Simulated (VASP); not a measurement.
# AlGa3As4 (P-4m2) in VASP: notebook, part 2 of 2

VASP 6.6.1.

## (4) Single point, PBE

This run uses another cell than the first one, of 23.54 Å³/atom, 0.995 times its volume.

Input file INCAR:

```
PREC     = Accurate       # precision mode
ENCUT    = 520            # plane-wave cutoff, eV
EDIFF    = 1E-6           # SCF threshold, eV
ISMEAR   = 0              # smearing method
SIGMA    = 0.1            # smearing width, eV
LREAL    = False          # projectors in reciprocal space
LASPH    = True           # aspherical terms in the spheres
NELM     = 60             # most SCF steps
ALGO     = Normal         # electronic algorithm
ISIF     = 2              # what is computed and relaxed
LWAVE    = False          # write WAVECAR
LCHARG   = False          # write CHGCAR
GGA      = PE             # functional
NBANDS   = 41             # bands
```

Input file KPOINTS:

```
Automatic mesh
0
Gamma
  4 4 2
```

Input file POSCAR:

```
AlGa3As4
1.0
    4.0734995797      0.0000000000      0.0000000000
    0.0000000000      4.0734995797      0.0000000000
    0.0000000000      0.0000000000     11.3510112051
Al Ga As
1 3 4
Direct
    0.5000000000      0.5000000000      0.0000000000
    0.0000000000      0.0000000000      0.7503427255
    0.0000000000      0.0000000000      0.2496572745
    0.5000000000      0.5000000000      0.5000000000
    0.5000000000      0.0000000000      0.1238750038
    0.0000000000      0.5000000000      0.3748862771
    0.5000000000      0.0000000000      0.6251137229
    0.0000000000      0.5000000000      0.8761249962
```

Potentials or basis: VASP PAW PBE potentials, release 64 (Al, Ga_d, As).

Launch:

```sh
$ cat potpaw_PBE.64/Al/POTCAR potpaw_PBE.64/Ga_d/POTCAR potpaw_PBE.64/As/POTCAR > POTCAR
$ mpirun -np 1 vasp_std > vasp.out
```

OUTCAR:

```text
PREC = Accurate
   ENCUT = 520
   EDIFF = 1E-6
   ISMEAR = 0
   LREAL = False
   LASPH = True
   NELM = 60
   ISIF = 2
   GGA = PE

 ion  position               nearest neighbor table
   1  0.500  0.500  0.000-   5 2.47   8 2.47   5 2.47   8 2.47
   2  0.000  0.000  0.750-   7 2.48   7 2.48   8 2.49   8 2.49
   3  0.000  0.000  0.250-   6 2.48   6 2.48   5 2.49   5 2.49
   4  0.500  0.500  0.500-   6 2.48   7 2.48   7 2.48   6 2.48
   5  0.500  0.000  0.124-   1 2.47   1 2.47   3 2.49   3 2.49
   6  0.000  0.500  0.375-   4 2.48   4 2.48   3 2.48   3 2.48
   7  0.500  0.000  0.625-   4 2.48   4 2.48   2 2.48   2 2.48
   8  0.000  0.500  0.876-   1 2.47   1 2.47   2 2.49   2 2.49

  LATTYP: Found a simple tetragonal cell.
 ALAT       =     4.0734995797
 C/A-ratio  =     2.7865502335

  Lattice vectors:

 A1 = (   4.0734995797,   0.0000000000,   0.0000000000)
 A2 = (   0.0000000000,   4.0734995797,   0.0000000000)
 A3 = (   0.0000000000,   0.0000000000,  11.3510112051)

Analysis of symmetry for initial positions (statically):
=====================================================================
 Subroutine PRICEL returns:
 Original cell was already a primitive cell.

 Routine SETGRP: Setting up the symmetry group for a
 simple tetragonal supercell.

 Subroutine GETGRP returns: Found  8 space group operations
 (whereof  8 operations were pure point group operations)
 out of a pool of 16 trial point group operations.

The static configuration has the point symmetry D_2d.

Analysis of symmetry for dynamics (positions and initial velocities):
=====================================================================
 Subroutine PRICEL returns:
 Original cell was already a primitive cell.

[... 126 lines left out ...]
     AMIX_MAG =   1.60;   BMIX_MAG =  1.00
  volume/ion in A,a.u.               =      23.54       158.88
  Fermi-wavevector in a.u.,A,eV,Ry     =   1.130356  2.136064 17.384242  1.277706
  Thomas-Fermi vector in A             =   2.267053
   LORBIT       =      0    0 simple, 1 ext, 2 COOP (PROOUT), +10 PAW based schemes
   GGA     = PE    functional components
   LHFCALC =     F    Hartree Fock is set to
   AEXX    =    0.0000 exact exchange contribution
   IVDW    =     0    specifies the selected vdW correction
   LEPSILON=     F    determine dielectric tensor
   LRPA    =     F    only Hartree local field effects (RPA)
 non-spin polarized calculation
 Gauss-broadening in eV      SIGMA  =   0.10
  energy-cutoff  :      520.00
  volume of cell :      188.35
 maximum number of plane-waves:      5106
   NGX = 15   NGY = 15   NGZ = 43

 number of electron      62.0000079 magnetization

 Free energy of the ion-electron system (eV)
  ---------------------------------------------------
  ext. energy  EPLUGINS =         0.00000000
  ---------------------------------------------------
  free energy    TOTEN  =       -33.98336346 eV

  energy without entropy =      -33.98335972  energy(sigma->0) =      -33.98336159

 E-fermi :   3.8616     XC(G=0):  -9.2682

 val. band max:        3.5977572272   @ k =   0.0000   0.0000   0.0000
 cond. band min:       4.1235865004   @ k =   0.0000   0.0000   0.0000
 fundamental gap:      0.5258292733
 Fermi energy:         3.8616349209

 k-point     1 :       0.0000    0.0000    0.0000
  band No.  band energies     occupation
      1     -11.1639      2.00000
      2     -11.1411      2.00000
      3     -11.0941      2.00000
      4     -11.0842      2.00000
      5     -11.0842      2.00000
      6     -11.0762      2.00000
[... 517 lines left out ...]
     40      11.5320      0.00000
     41      11.5676      0.00000

------------------------ aborting loop because EDIFF is reached ----------------------------------------

  FORCE on cell =-STRESS in cart. coord.  units (eV):
  Direction    XX          YY          ZZ          XY          YZ          ZX
  --------------------------------------------------------------------------------------
  -------------------------------------------------------------------------------------
  Total        0.6444617      0.6444617      0.4629511      0.0000000     -0.0000000      0.0000000
  in kB        5.4819842      5.4819842      3.9380008      0.0000000     -0.0000000      0.0000000
  external PRESSURE =       4.9673230 kB  Pullay stress =       0.0000000 kB

 VOLUME and BASIS-vectors are now :
 -----------------------------------------------------------------------------
  energy-cutoff  :      520.00
  volume of cell :      188.35
      direct lattice vectors                 reciprocal lattice vectors
     4.073499580  0.000000000  0.000000000     0.245489162  0.000000000  0.000000000
     0.000000000  4.073499580  0.000000000     0.000000000  0.245489162  0.000000000
     0.000000000  0.000000000 11.351011205     0.000000000  0.000000000  0.088097878

 POSITION                                       TOTAL-FORCE (eV/Angst)
 -----------------------------------------------------------------------------------
      2.03675      2.03675      0.00000         0.000000      0.000000      0.000000
      0.00000      0.00000      8.51715         0.000000      0.000000     -0.005208
      0.00000      0.00000      2.83386        -0.000000      0.000000      0.005208
      2.03675      2.03675      5.67551         0.000000     -0.000000      0.000000
      2.03675      0.00000      1.40611         0.000000      0.000000     -0.002631
      0.00000      2.03675      4.25534         0.000000      0.000000     -0.001117
      2.03675      0.00000      7.09567         0.000000      0.000000      0.001117
      0.00000      2.03675      9.94490         0.000000      0.000000      0.002631
 -----------------------------------------------------------------------------------
    total drift:                                0.000000      0.000000      0.000000

  FREE ENERGIE OF THE ION-ELECTRON SYSTEM (eV)
  ---------------------------------------------------
  free  energy   TOTEN  =       -33.9833634568 eV

  energy  without entropy=      -33.9833597225  energy(sigma->0) =      -33.98336159
```

OSZICAR:

```text
N       E                     dE             d eps       ncg     rms          rms(c)
DAV:   1     0.494354416261E+03    0.49435E+03   -0.27153E+04  1041   0.190E+03
DAV:   2     0.415934701280E+02   -0.45276E+03   -0.43051E+03  1064   0.508E+02
DAV:   3    -0.305587383665E+02   -0.72152E+02   -0.69568E+02  1171   0.149E+02
DAV:   4    -0.345660296017E+02   -0.40073E+01   -0.39725E+01  1220   0.360E+01
DAV:   5    -0.346883764400E+02   -0.12235E+00   -0.12205E+00  1190   0.594E+00    0.583E+00
DAV:   6    -0.340555744107E+02    0.63280E+00   -0.10757E+00  1395   0.107E+01    0.332E+00
DAV:   7    -0.339794704217E+02    0.76104E-01   -0.67861E-01  1139   0.332E+00    0.108E+00
DAV:   8    -0.339818908252E+02   -0.24204E-02   -0.98759E-02  1220   0.321E+00    0.225E-01
DAV:   9    -0.339826160826E+02   -0.72526E-03   -0.11877E-02  1285   0.141E+00    0.847E-02
DAV:  10    -0.339830204364E+02   -0.40435E-03   -0.16704E-03  1371   0.392E-01    0.455E-02
DAV:  11    -0.339833424256E+02   -0.32199E-03   -0.42003E-04  1158   0.160E-01    0.133E-02
DAV:  12    -0.339833593765E+02   -0.16951E-04   -0.46430E-05  1252   0.767E-02    0.679E-03
DAV:  13    -0.339833628349E+02   -0.34584E-05   -0.12512E-05  1191   0.317E-02    0.264E-03
DAV:  14    -0.339833634568E+02   -0.62186E-06   -0.15129E-06   811   0.202E-02
   1 F= -.33983363E+02 E0= -.33983362E+02  d E =-.373434E-05
```

stdout:

```text
POSCAR found type information on POSCAR AlGaAs
 POSCAR found :  3 types and       8 ions
 scaLAPACK will be used
 LDA part: xc-table for (Slater+PW92), standard interpolation
 POSCAR, INCAR and KPOINTS ok, starting setup
 FFT: planning ... GRIDC
 FFT: planning ... GRID_SOFT
 FFT: planning ... GRID
 WAVECAR not read
 entering main loop
```

It took 92 s on 1 thread of Intel Xeon Platinum 8259CL at 2.50GHz (Skylake/Cascade Lake), shared host; peak memory 0.3 GiB.

What came out:

- Free energy: -33.9834 eV
- Pressure: 0.5 GPa
- Largest force: 0.005 eV/Å
- Band gap on the k mesh: 0.53 eV, direct

Forces in eV/Å, atoms in the order of the input:
```
Al   0.000  0.000  0.000
Ga   0.000  0.000 -0.005
Ga   0.000  0.000  0.005
Ga   0.000  0.000  0.000
As   0.000  0.000 -0.003
As   0.000  0.000 -0.001
As   0.000  0.000  0.001
As   0.000  0.000  0.003
```

Stress tensor (GPa, compression positive):
```
0.55 0.00 0.00
0.00 0.55 0.00
0.00 0.00 0.39
```

Levels at points of the mesh, in eV from the valence-band top:
| k point | band 27 | band 28 | band 29 | band 30 | band 31 | band 32 | band 33 | band 34 | band 35 | band 36 |
| --- | --- | --- | --- | --- | --- | --- | --- | --- | --- | --- |
| (0.00, 0.00, 0.00) | -1.55 | -1.55 | -0.05 | -0.05 | 0.00 | 0.53 | 1.44 | 1.69 | 1.94 | 2.21 |
| (0.50, 0.00, 0.00) | -1.15 | -1.08 | -1.06 | -1.01 | -0.96 | 0.90 | 1.31 | 2.65 | 2.83 | 4.45 |
| (0.50, 0.50, 0.00) | -3.07 | -2.43 | -2.43 | -2.42 | -2.41 | 1.51 | 1.51 | 1.58 | 2.06 | 4.58 |
| (0.00, 0.00, 0.50) | -1.65 | -0.72 | -0.72 | -0.56 | -0.56 | 1.35 | 1.56 | 2.10 | 2.23 | 2.34 |
| (0.50, 0.00, 0.50) | -1.96 | -1.24 | -1.12 | -1.09 | -1.09 | 1.95 | 2.01 | 2.04 | 2.57 | 4.35 |
| (0.50, 0.50, 0.50) | -2.85 | -2.80 | -2.80 | -2.77 | -2.77 | 2.46 | 2.46 | 2.58 | 2.72 | 2.72 |

A k mesh can miss the band edges.

## (5) Relaxation of cell and atoms, PBE

This run uses another cell than the first one, of 20.84 Å³/atom, 0.881 times its volume.

Input file INCAR:

```
  PREC = Accurate
  ENCUT = 600
  EDIFF = 1E-6
  ISMEAR = 0
  SIGMA = 0.1
  LREAL = False
  LASPH = True
  NELM = 60
  ALGO = Normal
  ISIF = 3
  LWAVE = False
  LCHARG = False
  GGA = PE
  IBRION = 2
  NSW = 90
  EDIFFG = -0.04
```

Input file KPOINTS:

```
regular mesh
0
Gamma
  4 4 2
```

Input file POSCAR:

```
AlGa3As4
1.0
    3.8919921500      0.0000000000      0.0000000000
    0.0000000000      3.8919921500      0.0000000000
    0.0000000000      0.0000000000     11.0082161600
Al Ga As
1 3 4
Direct
    0.5000000000      0.5000000000      0.0000000000
    0.0000000000      0.0000000000      0.7500000000
    0.0000000000      0.0000000000      0.2500000000
    0.5000000000      0.5000000000      0.5000000000
    0.5000000000      0.0000000000      0.1250000000
    0.0000000000      0.5000000000      0.3750000000
    0.5000000000      0.0000000000      0.6250000000
    0.0000000000      0.5000000000      0.8750000000
```

Potentials or basis: VASP PAW PBE potentials, release 64 (Al, Ga_d, As).

Launch:

```sh
$ cat potpaw_PBE.64/Al/POTCAR potpaw_PBE.64/Ga_d/POTCAR potpaw_PBE.64/As/POTCAR > POTCAR
$ mpirun -np 1 vasp_std > vasp.out
```

OUTCAR:

```text
PREC = Accurate
   ENCUT = 600
   EDIFF = 1E-6
   ISMEAR = 0
   LREAL = False
   LASPH = True
   NELM = 60
   ISIF = 3
   GGA = PE
   IBRION = 2
   NSW = 90
   EDIFFG = -0.04

 ion  position               nearest neighbor table
   1  0.500  0.500  0.000-   5 2.38   8 2.38   5 2.38   8 2.38
   2  0.000  0.000  0.750-   7 2.38   8 2.38   8 2.38   7 2.38
   3  0.000  0.000  0.250-   5 2.38   6 2.38   6 2.38   5 2.38
   4  0.500  0.500  0.500-   6 2.38   7 2.38   7 2.38   6 2.38
   5  0.500  0.000  0.125-   1 2.38   3 2.38   1 2.38   3 2.38
   6  0.000  0.500  0.375-   3 2.38   4 2.38   3 2.38   4 2.38
   7  0.500  0.000  0.625-   2 2.38   4 2.38   4 2.38   2 2.38
   8  0.000  0.500  0.875-   1 2.38   2 2.38   2 2.38   1 2.38

  LATTYP: Found a simple tetragonal cell.
 ALAT       =     3.8919921500
 C/A-ratio  =     2.8284271231

  Lattice vectors:

 A1 = (   3.8919921500,   0.0000000000,   0.0000000000)
[... 181 lines left out ...]

 val. band max:        4.7227866507   @ k =   0.0000   0.0000   0.0000
 cond. band min:       5.9851153846   @ k =   0.5000   0.5000   0.0000
 fundamental gap:      1.2623287339
 Fermi energy:         5.1713302363

 k-point     1 :       0.0000    0.0000    0.0000
  band No.  band energies     occupation
      1     -10.2777      2.00000
      2     -10.2475      2.00000
      3     -10.1730      2.00000
      4     -10.1497      2.00000
      5     -10.1497      2.00000
      6     -10.1377      2.00000
[... 678 lines left out ...]
--------------------------------------- Ionic step        6  -------------------------------------------

 number of electron      62.0000047 magnetization

 Free energy of the ion-electron system (eV)
  ---------------------------------------------------
  ext. energy  EPLUGINS =         0.00000000
  ---------------------------------------------------
  free energy    TOTEN  =       -33.98296002 eV

  energy without entropy =      -33.98295031  energy(sigma->0) =      -33.98295517

 E-fermi :   3.7986     XC(G=0):  -9.2454

 val. band max:        3.5534892828   @ k =   0.0000   0.0000   0.0000
 cond. band min:       4.0416077383   @ k =   0.0000   0.0000   0.0000
 fundamental gap:      0.4881184555
 Fermi energy:         3.7985520221

 k-point     1 :       0.0000    0.0000    0.0000
  band No.  band energies     occupation
      1     -11.2046      2.00000
      2     -11.1790      2.00000
      3     -11.1363      2.00000
      4     -11.1253      2.00000
      5     -11.1253      2.00000
      6     -11.1157      2.00000
[... 504 lines left out ...]
  FREE ENERGIE OF THE ION-ELECTRON SYSTEM (eV)
  ---------------------------------------------------
  free  energy   TOTEN  =       -33.9829600230 eV

  energy  without entropy=      -33.9829503139  energy(sigma->0) =      -33.98295517

 reached required accuracy - stopping structural energy minimisation
```

OSZICAR:

```text
N       E                     dE             d eps       ncg     rms          rms(c)
DAV:   1     0.547303786314E+03    0.54730E+03   -0.30591E+04   924   0.242E+03
DAV:   2     0.491804198272E+02   -0.49812E+03   -0.48482E+03   952   0.595E+02
DAV:   3    -0.297015841523E+02   -0.78882E+02   -0.75166E+02  1058   0.168E+02
DAV:   4    -0.339586264305E+02   -0.42570E+01   -0.42205E+01  1038   0.389E+01
[... 54 lines left out ...]
DAV:   2    -0.339848933500E+02    0.32630E-02   -0.82316E-03  1107   0.800E-01    0.310E-01
DAV:   3    -0.339828917876E+02    0.20016E-02   -0.21654E-03  1120   0.504E-01    0.256E-02
DAV:   4    -0.339829624302E+02   -0.70643E-04   -0.95951E-04   997   0.230E-01    0.146E-02
DAV:   5    -0.339829594556E+02    0.29747E-05   -0.42323E-05  1204   0.530E-02    0.698E-03
DAV:   6    -0.339829600230E+02   -0.56741E-06   -0.70859E-06   923   0.284E-02
   6 F= -.33982960E+02 E0= -.33982955E+02  d E =-.393583E-02
```

CONTCAR:

```text
AlGa3As4
   1.00000000000000
     4.0811076124941206    0.0000000000000000   -0.0000000000000000
     0.0000000000000000    4.0811076124941206    0.0000000000000000
     0.0000000000000000    0.0000000000000000   11.3688287742910585
  Al              Ga              As
     1     3     4
Direct
     0.5000000000000000    0.5000000000000000    0.0000000000000000
     1.0000000000000000    1.0000000000000000    0.7498893869145247
     0.0000000000000000    0.0000000000000000    0.2501106130854753
     0.5000000000000000    0.5000000000000000    0.5000000000000000
     0.5000000000000000    0.0000000000000000    0.1240506493952970
     0.0000000000000000    0.5000000000000000    0.3751026824175410
     0.5000000000000000    0.0000000000000000    0.6248973175824591
     0.0000000000000000    0.5000000000000000    0.8759493506047029

  0.00000000E+00  0.00000000E+00  0.00000000E+00
  0.00000000E+00  0.00000000E+00  0.00000000E+00
  0.00000000E+00  0.00000000E+00  0.00000000E+00
  0.00000000E+00  0.00000000E+00  0.00000000E+00
  0.00000000E+00  0.00000000E+00  0.00000000E+00
  0.00000000E+00  0.00000000E+00  0.00000000E+00
  0.00000000E+00  0.00000000E+00  0.00000000E+00
  0.00000000E+00  0.00000000E+00  0.00000000E+00
```

Run time: 5.4 min. Hardware: 1 thread of Intel Xeon Platinum 8259CL at 2.50GHz (Skylake/Cascade Lake), shared host; peak memory 0.35 GiB.

What came out:

```yaml
Free_energy: -33.9830 eV
Relaxed_volume: 23.67 Å³/atom
Relaxed_cell: a = 4.081 Å, b = 4.081 Å, c = 11.369 Å, α = 90.00°, β = 90.00°, γ = 90.00°
Space_group_after_relaxing_to_0.05_Å: P-4m2 (No. 115)
Energy_gained_by_relaxing: 88.3 meV/atom
Ionic_steps: 6
Pressure_after_relaxing: 0.1 GPa
Largest_force_after_relaxing: 0.031 eV/Å
Band_gap_on_the_k_mesh: 0.49 eV, direct
```

Forces on the atoms (eV/Å):
```
Al   0.000  0.000  0.000
Ga   0.000  0.000  0.031
Ga   0.000  0.000 -0.031
Ga   0.000  0.000  0.000
As   0.000  0.000  0.000
As   0.000  0.000 -0.003
As   0.000  0.000  0.003
As   0.000  0.000  0.000
```

Step by step:
| step | energy change (eV) | largest force (eV/Å) | pressure (GPa) | volume (Å³) |
| --- | --- | --- | --- | --- |
| 1 | 0.0000 | 0.1158 | 10.93 | 166.75 |
| 2 | -0.5401 | 0.0576 | -3.47 | 203.46 |
| 3 | -0.7028 | 0.0708 | -0.03 | 189.88 |
| 4 | -0.7025 | 0.0714 | 0.17 | 189.39 |
| 5 | -0.7050 | 0.0396 | 0.15 | 189.38 |
| 6 | -0.7064 | 0.0315 | 0.15 | 189.35 |

Final structure:
```yaml
crystal:
  lattice:
    - [4.08111, 0.00000, 0.00000]
    - [0.00000, 4.08111, 0.00000]
    - [0.00000, 0.00000, 11.36883]
  atoms:
    - { symbol: Al, position: [0.50000, 0.50000, 0.00000] }
    - { symbol: Ga, position: [0.00000, 0.00000, 0.74989] }
    - { symbol: Ga, position: [0.00000, 0.00000, 0.25011] }
    - { symbol: Ga, position: [0.50000, 0.50000, 0.50000] }
    - { symbol: As, position: [0.50000, 0.00000, 0.12405] }
    - { symbol: As, position: [0.00000, 0.50000, 0.37510] }
    - { symbol: As, position: [0.50000, 0.00000, 0.62490] }
    - { symbol: As, position: [0.00000, 0.50000, 0.87595] }
```

Levels at points of the mesh, in eV from the valence-band top:
```csv
k point,band 29,band 30,band 31,band 32,band 33,band 34
"(0.00, 0.00, 0.00)",-0.05,-0.05,0.00,0.49,1.45,1.68
"(0.50, 0.00, 0.00)",-1.05,-1.00,-0.95,0.88,1.29,2.63
"(0.50, 0.50, 0.00)",-2.41,-2.41,-2.40,1.52,1.52,1.58
"(0.00, 0.00, 0.50)",-0.71,-0.56,-0.56,1.35,1.56,2.07
"(0.50, 0.00, 0.50)",-1.11,-1.10,-1.09,1.93,1.99,2.02
"(0.50, 0.50, 0.50)",-2.78,-2.75,-2.75,2.47,2.47,2.57
```

A k mesh can miss the band edges.

## (6) Summary

| task | cell | k mesh | cutoff (eV) | smearing | gap on the mesh (eV) | pressure (GPa) | largest force (eV/Å) |
| --- | --- | --- | --- | --- | --- | --- | --- |
| single point | a = 4.061, b = 4.061, c = 11.476 Å, 8 atoms | 10 × 10 × 4 | 520 | gaussian 0.02 eV | 0.53 | 0.2 | - |
| single point | a = 3.892, b = 3.892, c = 11.008 Å, 8 atoms | 4 × 4 × 2 | 520 | gaussian 0.1 eV | 1.26 | 10.9 | 0.12 |
| single point | a = 4.073, b = 4.073, c = 11.351 Å, 8 atoms | 4 × 4 × 2 | 520 | gaussian 0.1 eV | 0.53 | 0.5 | 0.01 |
| relaxation of cell and atoms | relaxed from a = 3.892, b = 3.892, c = 11.008 Å, 8 atoms | 4 × 4 × 2 | 600 | gaussian 0.1 eV | 0.49 | 0.1 | 0.03 |

Alike in all rows: level PBE; potentials or basis VASP PAW PBE potentials, release 64 (Al, Ga_d, As); no spin polarisation.

Absolute energies hang on the potentials; compare differences alone.
